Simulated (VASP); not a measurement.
A run of VASP 6.6.1 is set up as follows.

INCAR

```
PREC     = Accurate       # precision mode
ENCUT    = 500            # plane-wave cutoff, eV
EDIFF    = 1E-6           # SCF threshold, eV
ISMEAR   = -1             # smearing method
SIGMA    = 0.1            # smearing width, eV
LREAL    = False          # projectors in reciprocal space
LASPH    = True           # aspherical terms in the spheres
NELM     = 120            # most SCF steps
ALGO     = Normal         # electronic algorithm
ISIF     = 2              # what is computed and relaxed
LWAVE    = False          # write WAVECAR
LCHARG   = False          # write CHGCAR
GGA      = PE             # functional
NBANDS   = 14             # bands
GGA_COMPAT= False
```

KPOINTS

```
regular mesh
0
Gamma
  12 12 12
```

Contents of POSCAR:

```
Rh
1.0
    0.0000000000      1.9150000000      1.9150000000
    1.9150000000      0.0000000000      1.9150000000
    1.9150000000      1.9150000000      0.0000000000
Rh
1
Direct
    0.0000000000      0.0000000000      0.0000000000
```

Potentials or basis: VASP PAW PBE potentials, release 64 (Rh_pv).

The run is started by

```console
$ cat potpaw_PBE.64/Rh_pv/POTCAR > POTCAR
$ mpirun -np 1 vasp_std > vasp.out
```

(1) Predict the pressure.

Answers

(1) 0.5 GPa.
